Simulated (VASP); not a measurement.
Here is a VASP 6.6.1 calculation.

File INCAR:

```
PREC     = Accurate       # precision mode
ENCUT    = 520            # plane-wave cutoff, eV
EDIFF    = 1E-6           # SCF threshold, eV
ISMEAR   = 0              # smearing method
SIGMA    = 0.02           # smearing width, eV
LREAL    = False          # projectors in reciprocal space
LASPH    = True           # aspherical terms in the spheres
NELM     = 100            # most SCF steps
ALGO     = Normal         # electronic algorithm
ISIF     = 2              # what is computed and relaxed
LWAVE    = False          # write WAVECAR
LCHARG   = False          # write CHGCAR
GGA      = CA             # functional
NBANDS   = 25             # bands
```

Contents of KPOINTS:

```
Automatic mesh
0
Gamma
  6 6 6
```

Contents of POSCAR:

```
SiO2
1.0
    0.0000000000      3.6891198472      3.6891198472
    3.6891198472      0.0000000000      3.6891198472
    3.6891198472      3.6891198472      0.0000000000
Si O
2 4
Direct
    0.5000000000      0.5000000000      0.5000000000
    0.7500000000      0.7500000000      0.7500000000
    0.6250000000      0.6250000000      0.6250000000
    0.1250000000      0.6250000000      0.6250000000
    0.6250000000      0.6250000000      0.1250000000
    0.6250000000      0.1250000000      0.6250000000
```

Potentials or basis: VASP PAW LDA potentials, release 64 (Si, O).

Command:

```console
$ cat potpaw_LDA.64/Si/POTCAR potpaw_LDA.64/O/POTCAR > POTCAR
$ mpirun -np 1 vasp_std > vasp.out
```

(1) What does it give for the pressure?

(2) Predict the band gap on the k mesh.

## Answers

(1) 0.4 GPa.

(2) 5.32 eV (least direct gap 5.33 eV).
